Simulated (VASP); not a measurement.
Input of a VASP 6.6.1 run:

INCAR

```
PREC = Accurate ; ENCUT = 520
EDIFF = 1E-7 ; ISMEAR = -1
SIGMA = 0.05 ; LREAL = False
LASPH = True ; NELM = 80
ALGO = Normal ; ISIF = 2
LWAVE = False ; LCHARG = True
GGA = PS ; LELF = True
LVHAR = True ; NBANDS = 11
```

File KPOINTS:

```
Automatic mesh
0
Gamma
  8 8 8
```

Contents of POSCAR:

```
Hf
1.0
    0.0000000000      2.2200000000      2.2200000000
    2.2200000000      0.0000000000      2.2200000000
    2.2200000000      2.2200000000      0.0000000000
Hf
1
Direct
    0.0000000000      0.0000000000      0.0000000000
```

Potentials or basis: VASP PAW PBE potentials, release 64 (Hf_pv).

Launch:

```bash
$ cat potpaw_PBE.64/Hf_pv/POTCAR > POTCAR
$ mpirun -np 1 vasp_std > vasp.out
```

(1) Estimate the pressure.

(2) What does it give for the band gap on the k mesh?

## Answers

(1) -2.0 GPa.

(2) zero (band 5 reaches 6.13 eV, above the bottom of band 6 at 4.34 eV).

Caveat: the PAW data sets were made with another functional, which shifts forces and pressure a little; spin-orbit coupling is left out, which moves the levels of the heavy elements.
